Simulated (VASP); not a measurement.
# Ti (P6_3/mmc) in VASP: further runs

Runs on Ti. Level: PBE. Tasks: relaxation of cell and atoms, single point, relaxation of shape and atoms at fixed volume.

All numbers are computed with VASP 6.6.1; they aren't measurements. Logs are shortened: lines on timing, memory, paths and dates and some standing lists are left out, and cuts for length are marked.

### 1 The cell of the first run

Symmetry: P6_3/mmc, No. 194, hexagonal system. Conventional cell: a = 2.756 Å, b = 2.756 Å, c = 4.373 Å, α = 90.00°, β = 90.00°, γ = 120.00°. Ti (site symmetry -6m2) has 12 Ti at 2.70 to 2.76 Å within 3.6 Å.

### 2 Relaxation of cell and atoms, PBE, target pressure 30 GPa, at which the enthalpy is minimised

Contents of INCAR:

```
SYSTEM = Ti
PREC     = Accurate       ! precision mode
ENCUT    = 600            ! plane-wave cutoff, eV
EDIFF    = 1E-7           ! SCF threshold, eV
ISMEAR   = 0              ! smearing method
SIGMA    = 0.1            ! smearing width, eV
LREAL    = .False.        ! projectors in reciprocal space
LASPH    = .True.         ! aspherical terms in the spheres
NELM     = 60             ! most SCF steps
ALGO     = Fast           ! electronic algorithm
ISIF     = 3              ! what is computed and relaxed
LWAVE    = .False.        ! write WAVECAR
LCHARG   = .False.        ! write CHGCAR
GGA      = PE             ! functional
IBRION   = 2              ! ionic algorithm
NSW      = 70             ! ionic steps
EDIFFG   = -0.008         ! ionic threshold
PSTRESS  = 300.0
```

Contents of KPOINTS:

```
Automatic mesh
0
Gamma
  18 18 10
  0 0 0
```

Contents of POSCAR:

```
Ti
1.0
    2.7558383697      0.0000000000      0.0000000000
   -1.3779191848      2.3866260369      0.0000000000
    0.0000000000      0.0000000000      4.3727978016
Ti
2
Direct
    0.3333333333      0.6666666667      0.2500000000
    0.6666666667      0.3333333333      0.7500000000
```

Potentials or basis: VASP PAW PBE potentials, release 64 (Ti_sv).

The run is started by

```console
> cat potpaw_PBE.64/Ti_sv/POTCAR > POTCAR
> mpirun -np 1 vasp_std > vasp.out
```

OUTCAR:

```text
SYSTEM = Ti
   PREC = Accurate
   ENCUT = 600
   EDIFF = 1E-7
   ISMEAR = 0
   LREAL = .False.
   LASPH = .True.
   NELM = 60
   ISIF = 3
   GGA = PE
   IBRION = 2
   NSW = 70
   EDIFFG = -0.008
   PSTRESS = 300.0

 ion  position               nearest neighbor table
   1  0.333  0.667  0.250-   2 2.70   2 2.70   2 2.70   2 2.70   2 2.70   2 2.70
   2  0.667  0.333  0.750-   1 2.70   1 2.70   1 2.70   1 2.70   1 2.70   1 2.70

  LATTYP: Found a hexagonal cell.
 ALAT       =     2.7558383697
 C/A-ratio  =     1.5867395743

  Lattice vectors:

 A1 = (   2.7558383697,   0.0000000000,   0.0000000000)
 A2 = (  -1.3779191848,   2.3866260369,   0.0000000000)
 A3 = (   0.0000000000,   0.0000000000,   4.3727978016)

Analysis of symmetry for initial positions (statically):
=====================================================================
 Subroutine PRICEL returns:
 Original cell was already a primitive cell.

 Routine SETGRP: Setting up the symmetry group for a
 hexagonal supercell.

 Subroutine GETGRP returns: Found 24 space group operations
 (whereof 12 operations were pure point group operations)
 out of a pool of 24 trial point group operations.

The static configuration has the point symmetry D_3d.
 The point group associated with its full space group is D_6h.

Analysis of symmetry for dynamics (positions and initial velocities):
=====================================================================
 Subroutine PRICEL returns:
 Original cell was already a primitive cell.

 Routine SETGRP: Setting up the symmetry group for a
 hexagonal supercell.

 Subroutine GETGRP returns: Found 24 space group operations
 (whereof 12 operations were pure point group operations)
 out of a pool of 24 trial point group operations.

The dynamic configuration has the point symmetry D_3d.
 The point group associated with its full space group is D_6h.

 Subroutine INISYM returns: Found 24 space group operations
 (whereof 12 operations are pure point group operations),
 and found     1 'primitive' translations

----------------------------------------------------------------------------------------

                                     Primitive cell

  volume of cell :      28.7606

  direct lattice vectors                    reciprocal lattice vectors
     2.755838370  0.000000000  0.000000000     0.362865983  0.209500773  0.000000000
    -1.377919185  2.386626037  0.000000000     0.000000000  0.419001546  0.000000000
[... 90 lines left out ...]
   NFREE  =      1    steps in history (QN), initial steepest desc. (CG)
   ISIF   =      3    stress and relaxation
   ISYM   =      2    0-nonsym 1-usesym 2-fastsym
   POTIM  = 0.5000    time-step for ionic-motion
   TEBEG  =    0.0;   TEEND  =   0.0 temperature during run
   PSTRESS=  300.0 pullay stress
   NELECT =      24.0000    total number of electrons
   NUPDOWN=      -1.0000    fix difference up-down
   EMIN   =  10.00;   EMAX   =-10.00  energy-range for DOS
   EFERMI =   0.00;   METHOD = LEGACY
   ISMEAR =     0;   SIGMA  =   0.10  broadening in eV -4-tet -1-fermi 0-gaus
   EFERMI_NEDOS =   21; number of points for ismear=-14 and -15
   IALGO  =     68    algorithm
   IMIX   =      4    mixing-type and parameters
     AMIX     =   0.40;   BMIX     =  1.00
     AMIX_MAG =   1.60;   BMIX_MAG =  1.00
  volume/ion in A,a.u.               =      14.38        97.04
  Fermi-wavevector in a.u.,A,eV,Ry     =   1.541272  2.912583 32.320921  2.375521
  Thomas-Fermi vector in A             =   2.647242
   LORBIT       =      0    0 simple, 1 ext, 2 COOP (PROOUT), +10 PAW based schemes
   GGA     = PE    functional components
   LHFCALC =     F    Hartree Fock is set to
   AEXX    =    0.0000 exact exchange contribution
   IVDW    =     0    specifies the selected vdW correction
   LEPSILON=     F    determine dielectric tensor
   LRPA    =     F    only Hartree local field effects (RPA)
 conjugate gradient relaxation of ions
 non-spin polarized calculation
 RMM-DIIS sequential band-by-band and
 Gauss-broadening in eV      SIGMA  =   0.10
  energy-cutoff  :      600.00
  volume of cell :       28.76
 maximum number of plane-waves:       994
 NGX is ok and might be reduce to    24
   NGX = 11   NGY = 11   NGZ = 17

--------------------------------------- Ionic step        1  -------------------------------------------

 number of electron      24.0000002 magnetization

 Free energy of the ion-electron system (eV)
  ---------------------------------------------------
  ext. energy  EPLUGINS =         0.00000000
  ---------------------------------------------------
  free energy    TOTEN  =       -15.20807856 eV

  energy without entropy =      -15.19864175  energy(sigma->0) =      -15.20336015

------------------------ aborting loop because EDIFF is reached ----------------------------------------

  FORCE on cell =-STRESS in cart. coord.  units (eV):
  Direction    XX          YY          ZZ          XY          YZ          ZX
  --------------------------------------------------------------------------------------
  -------------------------------------------------------------------------------------
  Total        5.1463544      5.1463544      5.2234400      0.0000000     -0.0000000      0.0000000
  in kB      286.6901413    286.6901413    290.9843797      0.0000000     -0.0000000      0.0000000
  external PRESSURE =     -11.8784459 kB  Pullay stress =     300.0000000 kB
[... 215 lines left out ...]
--------------------------------------- Ionic step        7  -------------------------------------------

 number of electron      24.0000004 magnetization

 Free energy of the ion-electron system (eV)
  ---------------------------------------------------
  ext. energy  EPLUGINS =         0.00000000
  ---------------------------------------------------
  free energy    TOTEN  =       -15.17957340 eV

  energy without entropy =      -15.17003786  energy(sigma->0) =      -15.17480563

 E-fermi :  10.5640     XC(G=0): -12.4451

 val. band max:       10.5542530198   @ k =   0.1111   0.0556   0.1000
 cond. band min:      10.5806977080   @ k =   0.3333   0.2778   0.4000
 fundamental gap:      0.0264446882
 Fermi energy:        10.5640142925

 k-point     1 :       0.0000    0.0000    0.0000
  band No.  band energies     occupation
      1     -46.0274      2.00000
      2     -45.7392      2.00000
      3     -22.8783      2.00000
      4     -21.7330      2.00000
      5     -21.7330      2.00000
      6     -21.5908      2.00000
[... 433 lines left out ...]
      3     -22.5783      2.00000
      4     -22.3584      2.00000
      5     -22.3143      2.00000
      6     -22.0433      2.00000
[... 8 lines left out ...]
     15      11.9961      0.00000
     16      14.4735      0.00000

 [... further k-points ...]
[... 5 lines left out ...]
  --------------------------------------------------------------------------------------
  -------------------------------------------------------------------------------------
  Total        5.3455527      5.3455527      5.3452166      0.0000000      0.0000000      0.0000000
  in kB      299.4087747    299.4087747    299.3899520      0.0000000      0.0000000      0.0000000
  external PRESSURE =      -0.5974995 kB  Pullay stress =     300.0000000 kB
[... 21 lines left out ...]
  energy  without entropy=      -15.1700378563  energy(sigma->0) =      -15.17480563

  enthalpy is  TOTEN    =        -9.8234651740 eV   P V=        5.3561082284

 reached required accuracy - stopping structural energy minimisation
```

OSZICAR:

```text
N       E                     dE             d eps       ncg     rms          rms(c)
DAV:   1     0.259423728390E+03    0.25942E+03   -0.14685E+04  7104   0.213E+03
DAV:   2     0.126571887403E+02   -0.24677E+03   -0.24519E+03  7280   0.524E+02
DAV:   3    -0.155635250953E+02   -0.28221E+02   -0.27930E+02 13920   0.141E+02
[... 187 lines left out ...]
RMM:   8    -0.151795729927E+02   -0.32795E-06   -0.31016E-06  8347   0.103E-02    0.189E-03
RMM:   9    -0.151795731433E+02   -0.15061E-06   -0.23610E-06  7692   0.838E-03    0.143E-03
RMM:  10    -0.151795732271E+02   -0.83793E-07   -0.14339E-06  7431   0.711E-03    0.914E-04
RMM:  11    -0.151795733360E+02   -0.10892E-06   -0.11829E-06  6805   0.592E-03    0.715E-04
RMM:  12    -0.151795734024E+02   -0.66375E-07   -0.74280E-07  6083   0.492E-03
   7 F= -.98234652E+01 E0= -.98186974E+01  d E =-.666243E-04
```

It took 38 min on 1 thread of AMD EPYC 7R43 (Zen 3), shared host; peak memory 0.2 GiB.

Results:

```
Free energy                                                : -15.1796 eV
Relaxed volume                                             : 14.30 Å³/atom
Relaxed cell                                               : a = 2.748 Å, b = 2.748 Å, c = 4.375 Å, α = 90.00°, β = 90.00°, γ = 120.00°
Space group after relaxing (to 0.1 Å)                      : P6_3/mmc (No. 194)
Energy change on relaxing (the run minimises the enthalpy) : +14.3 meV/atom
Ionic steps                                                : 7
Pressure after relaxing                                    : 29.9 GPa
Band gap on the k mesh                                     : zero (bands 12 and 13 overlap by 1.24 eV)
```

The path:
| step | energy change (eV) | largest force (eV/Å) | pressure (GPa) | volume (Å³) |
| --- | --- | --- | --- | --- |
| 1 | 0.0000 | 0.0000 | 28.81 | 28.76 |
| 2 | 0.0838 | 0.0000 | 31.77 | 28.32 |
| 3 | 0.0279 | 0.0000 | 30.13 | 28.61 |
| 4 | 0.0259 | 0.0000 | 29.88 | 28.62 |
| 5 | 0.0271 | 0.0000 | 29.88 | 28.61 |
| 6 | 0.0278 | 0.0000 | 29.92 | 28.61 |
| 7 | 0.0285 | 0.0000 | 29.94 | 28.60 |

Final structure:
```xyz
2
Lattice="2.7478 0.0000 0.0000 -1.3739 2.3796 0.0000 0.0000 0.0000 4.3747" Properties=species:S:1:pos:R:3 pbc="T T T"
Ti    0.0000    1.5864    1.0937
Ti    1.3739    0.7932    3.2810
```

Caveat: the cell is relaxed towards a set pressure, so the run minimises the enthalpy, not the energy.

### 3 Single point, PBE (17.11 Å³/atom)

This run uses another cell than the first one, of 17.11 Å³/atom.

Contents of INCAR:

```
ALGO     = Fast           # electronic algorithm
EDIFF    = 1E-6           # SCF threshold, eV
ENCUT    = 520            # plane-wave cutoff, eV
GGA      = PE             # functional
ISIF     = 2              # what is computed and relaxed
ISMEAR   = -1             # smearing method
LASPH    = T              # aspherical terms in the spheres
LCHARG   = F              # write CHGCAR
LREAL    = F              # projectors in reciprocal space
LWAVE    = F              # write WAVECAR
NBANDS   = 19             # bands
NELM     = 100            # most SCF steps
PREC     = Accurate       # precision mode
SIGMA    = 0.15           # smearing width, eV
```

Contents of KPOINTS:

```
k-points
0
Gamma
  18 18 10
```

Contents of POSCAR:

```
Ti
1.0
    2.9204605275      0.0000000000      0.0000000000
   -1.4602302637      2.5291930076      0.0000000000
    0.0000000000      0.0000000000      4.6337436022
Ti
2
Direct
    0.3333333333      0.6666666667      0.2500000000
    0.6666666667      0.3333333333      0.7500000000
```

Potentials or basis: VASP PAW PBE potentials, release 64 (Ti_sv).

The run is started by

```console
> cat potpaw_PBE.64/Ti_sv/POTCAR > POTCAR
> mpirun -np 1 vasp_std > vasp.out
```

OUTCAR:

```text
EDIFF = 1E-6
   ENCUT = 520
   GGA = PE
   ISIF = 2
   ISMEAR = -1
   LASPH = T
   LREAL = F
   NELM = 100
   PREC = Accurate

 ion  position               nearest neighbor table
   1  0.333  0.667  0.250-   2 2.87   2 2.87   2 2.87   2 2.87   2 2.87   2 2.87
   2  0.667  0.333  0.750-   1 2.87   1 2.87   1 2.87   1 2.87   1 2.87   1 2.87

  LATTYP: Found a hexagonal cell.
 ALAT       =     2.9204605275
 C/A-ratio  =     1.5866482558

  Lattice vectors:

 A1 = (   2.9204605275,   0.0000000000,   0.0000000000)
 A2 = (  -1.4602302637,   2.5291930076,   0.0000000000)
 A3 = (   0.0000000000,   0.0000000000,   4.6337436022)

Analysis of symmetry for initial positions (statically):
=====================================================================
 Subroutine PRICEL returns:
 Original cell was already a primitive cell.

 Routine SETGRP: Setting up the symmetry group for a
 hexagonal supercell.

 Subroutine GETGRP returns: Found 24 space group operations
 (whereof 12 operations were pure point group operations)
 out of a pool of 24 trial point group operations.

The static configuration has the point symmetry D_3d.
 The point group associated with its full space group is D_6h.

Analysis of symmetry for dynamics (positions and initial velocities):
=====================================================================
 Subroutine PRICEL returns:
 Original cell was already a primitive cell.

 Routine SETGRP: Setting up the symmetry group for a
 hexagonal supercell.

 Subroutine GETGRP returns: Found 24 space group operations
 (whereof 12 operations were pure point group operations)
 out of a pool of 24 trial point group operations.

The dynamic configuration has the point symmetry D_3d.
[... 105 lines left out ...]
   NFREE  =      0    steps in history (QN), initial steepest desc. (CG)
   ISIF   =      2    stress and relaxation
   ISYM   =      2    0-nonsym 1-usesym 2-fastsym
   POTIM  = 0.5000    time-step for ionic-motion
   TEBEG  =    0.0;   TEEND  =   0.0 temperature during run
   PSTRESS=    0.0 pullay stress
   NELECT =      24.0000    total number of electrons
   NUPDOWN=      -1.0000    fix difference up-down
   EMIN   =  10.00;   EMAX   =-10.00  energy-range for DOS
   EFERMI =   0.00;   METHOD = LEGACY
   ISMEAR =    -1;   SIGMA  =   0.15  broadening in eV -4-tet -1-fermi 0-gaus
   EFERMI_NEDOS =   21; number of points for ismear=-14 and -15
   IALGO  =     68    algorithm
   IMIX   =      4    mixing-type and parameters
     AMIX     =   0.40;   BMIX     =  1.00
     AMIX_MAG =   1.60;   BMIX_MAG =  1.00
  volume/ion in A,a.u.               =      17.11       115.49
  Fermi-wavevector in a.u.,A,eV,Ry     =   1.454421  2.748457 28.780955  2.115340
  Thomas-Fermi vector in A             =   2.571574
   LORBIT       =      0    0 simple, 1 ext, 2 COOP (PROOUT), +10 PAW based schemes
   GGA     = PE    functional components
   LHFCALC =     F    Hartree Fock is set to
   AEXX    =    0.0000 exact exchange contribution
   IVDW    =     0    specifies the selected vdW correction
   LEPSILON=     F    determine dielectric tensor
   LRPA    =     F    only Hartree local field effects (RPA)
 non-spin polarized calculation
 RMM-DIIS sequential band-by-band and
  energy-cutoff  :      520.00
  volume of cell :       34.23
 maximum number of plane-waves:       954
 NGX is ok and might be reduce to    24
   NGX = 11   NGY = 11   NGZ = 17

 number of electron      23.9999999 magnetization

 Free energy of the ion-electron system (eV)
  ---------------------------------------------------
  ext. energy  EPLUGINS =         0.00000000
  ---------------------------------------------------
  free energy    TOTEN  =       -15.75495237 eV

  energy without entropy =      -15.56772141  energy(sigma->0) =      -15.66133689

 E-fermi :   8.4530     XC(G=0): -11.5660

 val. band max:        8.4424676463   @ k =   0.3333   0.2778   0.3000
 cond. band min:       8.4530507212   @ k =   0.2778   0.2778   0.3000
 fundamental gap:      0.0105830750
 Fermi energy:         8.4530453264

 k-point     1 :       0.0000    0.0000    0.0000
  band No.  band energies     occupation
      1     -48.3229      2.00000
      2     -48.1786      2.00000
      3     -24.9155      2.00000
      4     -24.2612      2.00000
      5     -24.2612      2.00000
      6     -24.1742      2.00000
[... 505 lines left out ...]
      6     -24.4359      2.00000
[... 11 lines left out ...]
     18      12.0546      0.00000
     19      12.8104      0.00000

 [... further k-points ...]
[... 5 lines left out ...]
  --------------------------------------------------------------------------------------
  -------------------------------------------------------------------------------------
  Total        0.4025456      0.4025456      0.4020305      0.0000000     -0.0000000      0.0000000
  in kB       18.8434494     18.8434494     18.8193357      0.0000000     -0.0000000      0.0000000
  external PRESSURE =      18.8354115 kB  Pullay stress =       0.0000000 kB

 VOLUME and BASIS-vectors are now :
 -----------------------------------------------------------------------------
  energy-cutoff  :      520.00
  volume of cell :       34.23
      direct lattice vectors                 reciprocal lattice vectors
     2.920460527  0.000000000  0.000000000     0.342411750  0.197691516  0.000000000
    -1.460230264  2.529193008  0.000000000     0.000000000  0.395383032  0.000000000
     0.000000000  0.000000000  4.633743602     0.000000000  0.000000000  0.215808229

 POSITION                                       TOTAL-FORCE (eV/Angst)
 -----------------------------------------------------------------------------------
     -0.00000      1.68613      1.15844        -0.000000      0.000000      0.000000
      1.46023      0.84306      3.47531         0.000000     -0.000000      0.000000
 -----------------------------------------------------------------------------------
    total drift:                               -0.000000      0.000000     -0.000000

  FREE ENERGIE OF THE ION-ELECTRON SYSTEM (eV)
  ---------------------------------------------------
  free  energy   TOTEN  =       -15.7549523697 eV

  energy  without entropy=      -15.5677214117  energy(sigma->0) =      -15.66133689
```

OSZICAR:

```text
N       E                     dE             d eps       ncg     rms          rms(c)
DAV:   1     0.265583981880E+03    0.26558E+03   -0.13067E+04  8436   0.158E+03
DAV:   2     0.128124403924E+02   -0.25277E+03   -0.24858E+03  8679   0.443E+02
DAV:   3    -0.164782243195E+02   -0.29291E+02   -0.28915E+02 15699   0.124E+02
[... 28 lines left out ...]
RMM:  32    -0.157549483933E+02   -0.16520E-05   -0.19647E-05  8052   0.168E-02    0.593E-03
RMM:  33    -0.157549497342E+02   -0.13410E-05   -0.16385E-05  7801   0.154E-02    0.635E-03
RMM:  34    -0.157549507867E+02   -0.10525E-05   -0.12545E-05  8113   0.143E-02    0.734E-03
RMM:  35    -0.157549517009E+02   -0.91411E-06   -0.11435E-05  7683   0.131E-02    0.771E-03
RMM:  36    -0.157549523697E+02   -0.66888E-06   -0.85020E-06  7613   0.122E-02
   1 F= -.15754952E+02 E0= -.15661337E+02  d E =-.187231E+00
```

stdout:

```text
POSCAR found type information on POSCAR Ti
 POSCAR found :  1 types and       2 ions
 scaLAPACK will be used
 LDA part: xc-table for (Slater+PW92), standard interpolation
 POSCAR, INCAR and KPOINTS ok, starting setup
 FFT: planning ... GRIDC
 FFT: planning ... GRID_SOFT
 FFT: planning ... GRID
 WAVECAR not read
 entering main loop
WARNING in EDDRMM: call to ZHEGV failed, returncode =   6  3     13
WARNING in EDDRMM: call to ZHEGV failed, returncode =   6  3      4
WARNING in EDDRMM: call to ZHEGV failed, returncode =   6  3     14
WARNING in EDDRMM: call to ZHEGV failed, returncode =   8  4     16
WARNING in EDDRMM: call to ZHEGV failed, returncode =   8  4      5
```

Run time: 7.1 min. Hardware: 1 thread of Intel Xeon 8259CL, shared host; peak memory 0.25 GiB.

Results:

```
Free energy            : -15.7550 eV
Pressure               : 1.9 GPa
Band gap on the k mesh : zero (bands 12 and 13 overlap by 1.11 eV)
```

(Continued in part 2 of 2.)

The gap in the log of VASP goes by the Fermi energy; the results here count the filled bands.